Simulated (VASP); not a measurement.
# TePt (P6_3/mmc) in VASP: further runs

The runs below take TePt through single point, with PBEsol.

Everything below comes from runs of VASP 6.6.1. Logs are shortened: lines on timing, memory, paths and dates and some standing lists are left out, and cuts for length are marked.

## Step 1: The cell of the first run

Symmetry: P6_3/mmc, No. 194, hexagonal system. Conventional cell: a = 4.111 Å, b = 4.111 Å, c = 5.228 Å, α = 90.00°, β = 90.00°, γ = 120.00°. Te (site symmetry -6m2) has 6 Pt at 2.71 Å and 6 Te at 3.53 Å within 3.6 Å. Pt (site symmetry -3m) has 2 Pt at 2.61 Å and 6 Te at 2.71 Å within 3.4 Å.

## Step 2: Single point, PBEsol (strain +0.000 along x and y, -0.040 along z)

Input file INCAR:

```
ALGO = Normal ; EDIFF = 1E-6
ENCUT = 520 ; GGA = PS
ISIF = 2 ; ISMEAR = 0
LASPH = T ; LCHARG = T
LELF = T ; LREAL = F
LVHAR = T ; LWAVE = F
NBANDS = 24 ; NELM = 60
PREC = Accurate ; SIGMA = 0.15
```

Input file KPOINTS:

```
k-points
0
Gamma
  12 12 10
```

Input file POSCAR:

```
TePt
1.0
    4.1109998117      0.0000000000      0.0000000000
   -2.0554999058      3.5602302719      0.0000000000
    0.0000000000      0.0000000000      5.2281600000
Te Pt
2 2
Direct
    0.3333333333      0.6666666667      0.2500000000
    0.6666666667      0.3333333333      0.7500000000
    0.0000000000      0.0000000000      0.0000000000
    0.0000000000      0.0000000000      0.5000000000
```

Potentials or basis: VASP PAW PBE potentials, release 64 (Te, Pt).

Started as:

```console
$ cat potpaw_PBE.64/Te/POTCAR potpaw_PBE.64/Pt/POTCAR > POTCAR
$ mpirun -np 1 vasp_std > vasp.out
```

OUTCAR:

```text
EDIFF = 1E-6
   ENCUT = 520
   GGA = PS
   ISIF = 2
   ISMEAR = 0
   LASPH = T
   LREAL = F
   NELM = 60
   PREC = Accurate

 ion  position               nearest neighbor table
   1  0.333  0.667  0.250-   3 2.71   4 2.71   3 2.71   4 2.71   3 2.71   4 2.71   2 3.53   2 3.53
                             2 3.53   2 3.53   2 3.53   2 3.53
   2  0.667  0.333  0.750-   3 2.71   4 2.71   3 2.71   4 2.71   3 2.71   4 2.71   1 3.53   1 3.53
                             1 3.53   1 3.53   1 3.53   1 3.53
   3  0.000  0.000  0.000-   4 2.61   4 2.61   1 2.71   2 2.71   1 2.71   2 2.71   2 2.71   1 2.71

   4  0.000  0.000  0.500-   3 2.61   3 2.61   1 2.71   2 2.71   1 2.71   2 2.71   2 2.71   1 2.71

  LATTYP: Found a hexagonal cell.
 ALAT       =     4.1109998117
 C/A-ratio  =     1.2717490244

  Lattice vectors:

 A1 = (   4.1109998117,   0.0000000000,   0.0000000000)
 A2 = (  -2.0554999058,   3.5602302719,   0.0000000000)
 A3 = (   0.0000000000,   0.0000000000,   5.2281600000)

Analysis of symmetry for initial positions (statically):
=====================================================================
 Subroutine PRICEL returns:
 Original cell was already a primitive cell.

 Routine SETGRP: Setting up the symmetry group for a
 hexagonal supercell.

 Subroutine GETGRP returns: Found 24 space group operations
 (whereof 12 operations were pure point group operations)
 out of a pool of 24 trial point group operations.

The static configuration has the point symmetry D_3d.
 The point group associated with its full space group is D_6h.

Analysis of symmetry for dynamics (positions and initial velocities):
=====================================================================
 Subroutine PRICEL returns:
 Original cell was already a primitive cell.

 Routine SETGRP: Setting up the symmetry group for a
 hexagonal supercell.

 Subroutine GETGRP returns: Found 24 space group operations
 (whereof 12 operations were pure point group operations)
 out of a pool of 24 trial point group operations.

The dynamic configuration has the point symmetry D_3d.
 The point group associated with its full space group is D_6h.

 Subroutine INISYM returns: Found 24 space group operations
 (whereof 12 operations are pure point group operations),
 and found     1 'primitive' translations

[... 96 lines left out ...]
   ENCUT  =  520.0 eV  38.22 Ry    6.18 a.u.   7.64  7.64  9.72*2*pi/ulx,y,z
   NELM   =     60;   NELMIN=  2; NELMDL= -5     # of ELM steps
   EDIFF  = 0.1E-05   stopping-criterion for ELM
   LREAL  =      F    real-space projection
   EDIFFG = 0.1E-04   stopping-criterion for IOM
   NSW    =      0    number of steps for IOM
   IBRION =     -1    ionic relax: 0-MD 1-quasi-New 2-CG
   NFREE  =      0    steps in history (QN), initial steepest desc. (CG)
   ISIF   =      2    stress and relaxation
   ISYM   =      2    0-nonsym 1-usesym 2-fastsym
   POTIM  = 0.5000    time-step for ionic-motion
   TEBEG  =    0.0;   TEEND  =   0.0 temperature during run
   PSTRESS=    0.0 pullay stress
   NELECT =      32.0000    total number of electrons
   NUPDOWN=      -1.0000    fix difference up-down
   EMIN   =  10.00;   EMAX   =-10.00  energy-range for DOS
   EFERMI =   0.00;   METHOD = LEGACY
   ISMEAR =     0;   SIGMA  =   0.15  broadening in eV -4-tet -1-fermi 0-gaus
   EFERMI_NEDOS =   21; number of points for ismear=-14 and -15
   IALGO  =     38    algorithm
   IMIX   =      4    mixing-type and parameters
     AMIX     =   0.40;   BMIX     =  1.00
     AMIX_MAG =   1.60;   BMIX_MAG =  1.00
  volume/ion in A,a.u.               =      19.13       129.10
  Fermi-wavevector in a.u.,A,eV,Ry     =   1.224240  2.313479 20.391928  1.498764
  Thomas-Fermi vector in A             =   2.359322
   LORBIT       =      0    0 simple, 1 ext, 2 COOP (PROOUT), +10 PAW based schemes
   GGA     = PS    functional components
   LHFCALC =     F    Hartree Fock is set to
   AEXX    =    0.0000 exact exchange contribution
   IVDW    =     0    specifies the selected vdW correction
   LEPSILON=     F    determine dielectric tensor
   LRPA    =     F    only Hartree local field effects (RPA)
 non-spin polarized calculation
 Gauss-broadening in eV      SIGMA  =   0.15
  energy-cutoff  :      520.00
  volume of cell :       76.52
 maximum number of plane-waves:      2101
 NGX is ok and might be reduce to    32
   NGX = 15   NGY = 15   NGZ = 19

 number of electron      31.9999998 magnetization

 Free energy of the ion-electron system (eV)
  ---------------------------------------------------
  ext. energy  EPLUGINS =         0.00000000
  ---------------------------------------------------
  free energy    TOTEN  =       -21.29486667 eV

  energy without entropy =      -21.27040188  energy(sigma->0) =      -21.28263428

 E-fermi :  11.4709     XC(G=0): -11.9394

 val. band max:       11.4676382498   @ k =   0.3333   0.2500   0.0000
 cond. band min:      11.4793915595   @ k =   0.1667   0.0833   0.4000
 fundamental gap:      0.0117533097
 Fermi energy:        11.4709183217

 k-point     1 :       0.0000    0.0000    0.0000
  band No.  band energies     occupation
      1      -3.7230      2.00000
      2      -0.1266      2.00000
      3       3.2813      2.00000
      4       4.2204      2.00000
      5       4.2204      2.00000
      6       4.6709      2.00000
[... 637 lines left out ...]
     23      17.7690      0.00000
     24      19.3157      0.00000

 [... further k-points ...]

------------------------ aborting loop because EDIFF is reached ----------------------------------------

  FORCE on cell =-STRESS in cart. coord.  units (eV):
  Direction    XX          YY          ZZ          XY          YZ          ZX
  --------------------------------------------------------------------------------------
  -------------------------------------------------------------------------------------
  Total        8.8415417      8.8415417     12.3577728      0.0000000      0.0000000      0.0000000
  in kB      185.1246150    185.1246150    258.7476261      0.0000000      0.0000000      0.0000000
  external PRESSURE =     209.6656187 kB  Pullay stress =       0.0000000 kB

 VOLUME and BASIS-vectors are now :
 -----------------------------------------------------------------------------
  energy-cutoff  :      520.00
  volume of cell :       76.52
      direct lattice vectors                 reciprocal lattice vectors
     4.110999812  0.000000000  0.000000000     0.243249829  0.140440354  0.000000000
    -2.055499906  3.560230272  0.000000000     0.000000000  0.280880708  0.000000000
     0.000000000  0.000000000  5.228160000     0.000000000  0.000000000  0.191271882

 POSITION                                       TOTAL-FORCE (eV/Angst)
 -----------------------------------------------------------------------------------
     -0.00000      2.37349      1.30704        -0.000000      0.000000      0.000000
      2.05550      1.18674      3.92112         0.000000     -0.000000      0.000000
      0.00000      0.00000      0.00000        -0.000000      0.000000      0.000000
      0.00000      0.00000      2.61408        -0.000000      0.000000      0.000000
 -----------------------------------------------------------------------------------
    total drift:                               -0.000000      0.000000     -0.000000

  FREE ENERGIE OF THE ION-ELECTRON SYSTEM (eV)
  ---------------------------------------------------
  free  energy   TOTEN  =       -21.2948666679 eV

  energy  without entropy=      -21.2704018834  energy(sigma->0) =      -21.28263428
```

Wall time 97 s (1 thread of AMD EPYC 9R45 (Zen 5), shared host); peak memory 0.3 GiB.

What came out:

- Free energy: -21.2949 eV
- Pressure: 21.0 GPa
- Band gap on the k mesh: zero (bands 16 and 17 overlap by 1.63 eV)

Caveat: the cell differs from its parent crystal (strain +0.000 along x and y, -0.040 along z); the stress differs along the axes, from 19 to 26 GPa; the PAW data sets were made with another functional, which shifts forces and pressure a little; spin-orbit coupling is left out, which moves the levels of the heavy elements.

## Step 3: Single point, PBEsol (strain -0.040 along x and y, +0.040 along z)

Input file INCAR:

```
SYSTEM = TePt
PREC = Accurate
ENCUT = 520
EDIFF = 1E-7
ISMEAR = 0
SIGMA = 0.15
LREAL = .False.
LASPH = .True.
NELM = 100
ALGO = Normal
ISIF = 2
LWAVE = .False.
LCHARG = .False.
GGA = PS
NBANDS = 24
```

Input file KPOINTS:

```
Automatic mesh
0
Gamma
  12 12 10
  0 0 0
```

Input file POSCAR:

```
TePt
1.0
    3.9465598192      0.0000000000      0.0000000000
   -1.9732799096      3.4178210610      0.0000000000
    0.0000000000      0.0000000000      5.6638400000
Te Pt
2 2
Direct
    0.3333333333      0.6666666667      0.2500000000
    0.6666666667      0.3333333333      0.7500000000
    0.0000000000      0.0000000000      0.0000000000
    0.0000000000      0.0000000000      0.5000000000
```

Potentials or basis: VASP PAW PBE potentials, release 64 (Te, Pt).

Started as:

```console
$ cat potpaw_PBE.64/Te/POTCAR potpaw_PBE.64/Pt/POTCAR > POTCAR
$ mpirun -np 1 vasp_std > vasp.out
```

It took 98 s on 1 thread of AMD EPYC 9R45 (Zen 5), shared host; peak memory 0.29 GiB.

It converged, with:

```
Free energy            : -21.2009 eV
Pressure               : 20.5 GPa
Band gap on the k mesh : zero (bands 16 and 17 overlap by 1.50 eV)
```

Stress tensor (GPa, compression positive):
```
23.34  0.00  0.00
 0.00 23.34  0.00
 0.00  0.00 14.85
```

Levels at points of the mesh, in eV from the Fermi level:
| k point | band 12 | band 13 | band 14 | band 15 | band 16 | band 17 | band 18 | band 19 | band 20 | band 21 |
| --- | --- | --- | --- | --- | --- | --- | --- | --- | --- | --- |
| (0.00, 0.00, 0.00) | -2.79 | -1.67 | -1.67 | -0.13 | -0.12 | 1.72 | 2.75 | 2.83 | 2.83 | 4.56 |
| (0.50, 0.00, 0.00) | -3.54 | -3.25 | -2.91 | -2.73 | -1.25 | 0.88 | 3.02 | 3.14 | 3.97 | 4.28 |
| (0.00, 0.00, 0.50) | -4.10 | -2.77 | -2.77 | 1.14 | 1.14 | 1.14 | 1.14 | 4.30 | 4.30 | 5.86 |
| (0.50, 0.00, 0.50) | -3.50 | -3.42 | -3.42 | -0.56 | -0.56 | 0.82 | 0.82 | 2.15 | 2.15 | 6.45 |

Caveat: the cell differs from its parent crystal (strain -0.040 along x and y, +0.040 along z); the stress differs along the axes, from 15 to 23 GPa; the PAW data sets were made with another functional, which shifts forces and pressure a little; spin-orbit coupling is left out, which moves the levels of the heavy elements.

## Step 4: Single point, PBEsol (strain -0.040 along x and y, +0.080 along z)

Input file INCAR:

```
SYSTEM = TePt
ALGO = Normal
EDIFF = 1E-7
ENCUT = 520
GGA = PS
ISIF = 2
ISMEAR = 0
LASPH = .True.
LCHARG = .False.
LREAL = .False.
LWAVE = .False.
NBANDS = 24
NELM = 100
PREC = Accurate
SIGMA = 0.15
```

Input file KPOINTS:

```
k-points
0
Gamma
  12 12 10
  0 0 0
```

Edit POSCAR of step 3 so:

```diff
@@ -4,3 +4,3 @@
    -1.9732799096      3.4178210610      0.0000000000
-    0.0000000000      0.0000000000      5.6638400000
+    0.0000000000      0.0000000000      5.8816800000
 Te Pt
```

Started as:

```console
$ cat potpaw_PBE.64/Te/POTCAR potpaw_PBE.64/Pt/POTCAR > POTCAR
$ mpirun -np 1 vasp_std > vasp.out
```

It took 1.9 min on 1 thread of AMD EPYC 9R45 (Zen 5), shared host; peak memory 0.31 GiB.

Results (log left out):

```
Free energy            : -21.3863 eV
Pressure               : 12.5 GPa
Band gap on the k mesh : zero (bands 16 and 17 overlap by 1.36 eV)
```

Stress tensor (GPa, compression positive):
```
15.93  0.00  0.00
 0.00 15.93  0.00
 0.00  0.00  5.74
```

Levels at points of the mesh, in eV from the Fermi level:
| k point | band 13 | band 14 | band 15 | band 16 | band 17 | band 18 | band 19 | band 20 |
| --- | --- | --- | --- | --- | --- | --- | --- | --- |
| (0.00, 0.00, 0.00) | -1.47 | -1.47 | -0.50 | -0.32 | 2.05 | 2.49 | 2.78 | 2.78 |
| (0.50, 0.00, 0.00) | -3.22 | -2.73 | -2.69 | -1.17 | 0.48 | 2.90 | 3.14 | 4.01 |
| (0.00, 0.00, 0.50) | -2.70 | -2.70 | 1.12 | 1.12 | 1.12 | 1.12 | 4.31 | 4.31 |
| (0.50, 0.00, 0.50) | -3.13 | -3.13 | -0.44 | -0.44 | 0.79 | 0.79 | 1.91 | 1.91 |

Caveat: the cell differs from its parent crystal (strain -0.040 along x and y, +0.080 along z); the stress differs along the axes, from 6 to 16 GPa; the PAW data sets were made with another functional, which shifts forces and pressure a little; spin-orbit coupling is left out, which moves the levels of the heavy elements.

## Step 5: Single point, PBEsol (strain +0.040 along x and y, -0.080 along z)

Input file INCAR:

```
  PREC = Accurate
  ENCUT = 520
  EDIFF = 1E-6
  ISMEAR = 0
  SIGMA = 0.15
  LREAL = F
  LASPH = T
  NELM = 60
  ALGO = Normal
  ISIF = 2
  LWAVE = F
  LCHARG = T
  GGA = PS
  LELF = T
  LVHAR = T
  NBANDS = 24
```

Input file KPOINTS:

```
Automatic mesh
0
Gamma
  12 12 10
```

Input file POSCAR:

```
TePt
1.0
    4.2754398042      0.0000000000      0.0000000000
   -2.1377199021      3.7026394828      0.0000000000
    0.0000000000      0.0000000000      5.0103200000
Te Pt
2 2
Direct
    0.3333333333      0.6666666667      0.2500000000
    0.6666666667      0.3333333333      0.7500000000
    0.0000000000      0.0000000000      0.0000000000
    0.0000000000      0.0000000000      0.5000000000
```

Potentials or basis: VASP PAW PBE potentials, release 64 (Te, Pt).

Started as:

```console
$ cat potpaw_PBE.64/Te/POTCAR potpaw_PBE.64/Pt/POTCAR > POTCAR
$ mpirun -np 1 vasp_std > vasp.out
```

OUTCAR:

```text
PREC = Accurate
   ENCUT = 520
   EDIFF = 1E-6
   ISMEAR = 0
   LREAL = F
   LASPH = T
   NELM = 60
   ISIF = 2
   GGA = PS

 ion  position               nearest neighbor table
   1  0.333  0.667  0.250-   3 2.77   4 2.77   3 2.77   4 2.77   3 2.77   4 2.77   2 3.52   2 3.52
                             2 3.52   2 3.52   2 3.52   2 3.52
   2  0.667  0.333  0.750-   3 2.77   4 2.77   3 2.77   4 2.77   3 2.77   4 2.77   1 3.52   1 3.52
                             1 3.52   1 3.52   1 3.52   1 3.52
   3  0.000  0.000  0.000-   4 2.51   4 2.51   1 2.77   2 2.77   2 2.77   1 2.77   2 2.77   1 2.77
[... 855 lines left out ...]
  --------------------------------------------------------------------------------------
  -------------------------------------------------------------------------------------
  Total        3.4181616      3.4181616     16.5214840     -0.0000000      0.0000000      0.0000000
  in kB       69.0471065     69.0471065    333.7351476     -0.0000000      0.0000000      0.0000000
  external PRESSURE =     157.2764535 kB  Pullay stress =       0.0000000 kB

 VOLUME and BASIS-vectors are now :
 -----------------------------------------------------------------------------
  energy-cutoff  :      520.00
  volume of cell :       79.32
      direct lattice vectors                 reciprocal lattice vectors
     4.275439804  0.000000000  0.000000000     0.233894066  0.135038802  0.000000000
    -2.137719902  3.702639483  0.000000000     0.000000000  0.270077604  0.000000000
     0.000000000  0.000000000  5.010320000     0.000000000  0.000000000  0.199588050

 POSITION                                       TOTAL-FORCE (eV/Angst)
 -----------------------------------------------------------------------------------
     -0.00000      2.46843      1.25258         0.000000     -0.000000      0.000000
      2.13772      1.23421      3.75774        -0.000000      0.000000      0.000000
      0.00000      0.00000      0.00000        -0.000000     -0.000000      0.000000
      0.00000      0.00000      2.50516        -0.000000     -0.000000      0.000000
 -----------------------------------------------------------------------------------
    total drift:                                0.000000     -0.000000      0.000000

  FREE ENERGIE OF THE ION-ELECTRON SYSTEM (eV)
  ---------------------------------------------------
  free  energy   TOTEN  =       -21.1708892898 eV

  energy  without entropy=      -21.1461605187  energy(sigma->0) =      -21.15852490
```

OSZICAR:

```text
N       E                     dE             d eps       ncg     rms          rms(c)
DAV:   1     0.166743357753E+03    0.16674E+03   -0.14181E+04  5528   0.119E+03
DAV:   2    -0.146089983012E+02   -0.18135E+03   -0.16792E+03  6560   0.237E+02
DAV:   3    -0.215334874830E+02   -0.69245E+01   -0.67714E+01  6720   0.447E+01
DAV:   4    -0.216197191518E+02   -0.86232E-01   -0.86189E-01  6208   0.554E+00
DAV:   5    -0.216215839340E+02   -0.18648E-02   -0.18647E-02  6936   0.796E-01    0.267E+01
DAV:   6    -0.212864013732E+02    0.33518E+00   -0.60507E-01  6064   0.617E+00    0.156E+01
DAV:   7    -0.211859086110E+02    0.10049E+00   -0.16892E-01  5696   0.279E+00    0.184E+00
DAV:   8    -0.211715567035E+02    0.14352E-01   -0.56982E-02  5888   0.202E+00    0.118E+00
DAV:   9    -0.211715563529E+02    0.35057E-06   -0.26278E-03  6648   0.281E-01    0.784E-01
DAV:  10    -0.211709940679E+02    0.56228E-03   -0.33429E-03  5912   0.384E-01    0.169E-01
DAV:  11    -0.211708888786E+02    0.10519E-03   -0.25580E-04  6536   0.132E-01    0.143E-01
DAV:  12    -0.211708909730E+02   -0.20943E-05   -0.20462E-05  6320   0.215E-02    0.335E-02
DAV:  13    -0.211708897721E+02    0.12008E-05   -0.17913E-06  4600   0.107E-02    0.989E-03
DAV:  14    -0.211708892898E+02    0.48230E-06   -0.76423E-07  3232   0.526E-03
   1 F= -.21170889E+02 E0= -.21158525E+02  d E =-.247288E-01
```

It took 1.8 min on 1 thread of AMD EPYC 9R45 (Zen 5), shared host; peak memory 0.3 GiB.

Results:

- Free energy: -21.1709 eV
- Pressure: 15.7 GPa
- Band gap on the k mesh: zero (bands 16 and 17 overlap by 1.72 eV)

Stress tensor (GPa, compression positive):
```
 6.90  0.00  0.00
 0.00  6.90  0.00
 0.00  0.00 33.37
```

Levels at points of the mesh, in eV from the Fermi level:
```csv
k point,band 13,band 14,band 15,band 16,band 17,band 18,band 19,band 20
"(0.00, 0.00, 0.00)",-1.31,-1.31,0.52,1.06,1.61,1.69,1.99,1.99
"(0.50, 0.00, 0.00)",-2.73,-1.99,-1.42,-1.30,1.86,2.71,3.31,3.82
"(0.00, 0.00, 0.50)",-2.81,-2.81,1.05,1.05,1.05,1.05,3.87,3.87
"(0.50, 0.00, 0.50)",-3.28,-3.28,-0.65,-0.65,0.31,0.31,3.34,3.34
```

Caveat: the cell differs from its parent crystal (strain +0.040 along x and y, -0.080 along z); the stress differs along the axes, from 7 to 33 GPa; the PAW data sets were made with another functional, which shifts forces and pressure a little; spin-orbit coupling is left out, which moves the levels of the heavy elements.

## Step 6: Summary

```tsv
cell	gap on the mesh (eV)	pressure (GPa)
a = 4.111, b = 4.111, c = 5.228 Å, angles 90.0, 90.0, 120.0°, 4 atoms	none	21.0
a = 3.947, b = 3.947, c = 5.664 Å, angles 90.0, 90.0, 120.0°, 4 atoms	none	20.5
a = 3.947, b = 3.947, c = 5.882 Å, angles 90.0, 90.0, 120.0°, 4 atoms	none	12.5
a = 4.275, b = 4.275, c = 5.010 Å, angles 90.0, 90.0, 120.0°, 4 atoms	none	15.7
```

Alike in all rows: task single point; level PBEsol; potentials or basis VASP PAW PBE potentials, release 64 (Te, Pt); no spin polarisation; k mesh 12 × 12 × 10; cutoff (eV) 520; smearing gaussian 0.15 eV.

Caveats: the PAW data sets were made with another functional, which shifts forces and pressure a little; spin-orbit coupling is left out, which moves the levels of the heavy elements; the stress differs along the axes, from 19 to 26 GPa (at least some runs); the stress differs along the axes, from 15 to 23 GPa (at least some runs); the stress differs along the axes, from 6 to 16 GPa (at least some runs); the stress differs along the axes, from 7 to 33 GPa (at least some runs).

Absolute energies hang on the potentials; compare differences alone.
